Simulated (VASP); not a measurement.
Here is a VASP 6.6.1 calculation.

Contents of POSCAR:

```
KF
1.0
    0.0000000000      2.6066625000      2.7403375000
    2.6066625000      0.0000000000      2.7403375000
    2.6066625000      2.6066625000      0.0000000000
K F
1 1
Direct
    0.0000000000      0.0000000000      0.0000000000
    0.5000000000      0.5000000000      0.5000000000
```

The input INCAR.step1:

```
SYSTEM = KF
  ALGO = Normal
  EDIFF = 1E-4
  ENCUT = 520
  GGA = PE
  ISMEAR = 0
  LASPH = .TRUE.
  LCHARG = .FALSE.
  LREAL = .FALSE.
  LWAVE = .TRUE.
  NBANDS = 15
  NELM = 80
  PREC = Accurate
  SIGMA = 0.05
```

File INCAR.step2:

```
SYSTEM = KF
  ALGO = Normal
  EDIFF = 1E-6
  ENCUT = 520
  ISIF = 2
  ISMEAR = 0
  ISTART = 1
  LASPH = .TRUE.
  LCHARG = .FALSE.
  LMIXTAU = .TRUE.
  LREAL = .FALSE.
  LWAVE = .FALSE.
  METAGGA = R2SCAN
  NBANDS = 15
  NELM = 80
  PREC = Accurate
  SIGMA = 0.05
```

KPOINTS

```
k-points
0
G
  8 8 8
  0 0 0
```

Potentials or basis: VASP PAW PBE potentials, release 64 (K_sv, F).

The run is started by

```sh
$ cat potpaw_PBE.64/K_sv/POTCAR potpaw_PBE.64/F/POTCAR > POTCAR
$ cp INCAR.step1 INCAR
$ mpirun -np 1 vasp_std > vasp.out
$ cp INCAR.step2 INCAR
$ mpirun -np 1 vasp_std > vasp.out
```

Task: What does it give for the pressure?

Result: 0.6 GPa.

Task: Estimate the band gap on the k mesh.

Result: 6.92 eV.

Stress tensor (GPa, compression positive):
```
 1.62  0.00  0.00
 0.00  1.62  0.00
 0.00  0.00 -1.53
```

Caveat: the cell differs from its parent crystal (strain -0.025 along x and y, +0.025 along z); the PAW data sets were made with another functional, which shifts forces and pressure a little. A k mesh can miss the band edges.
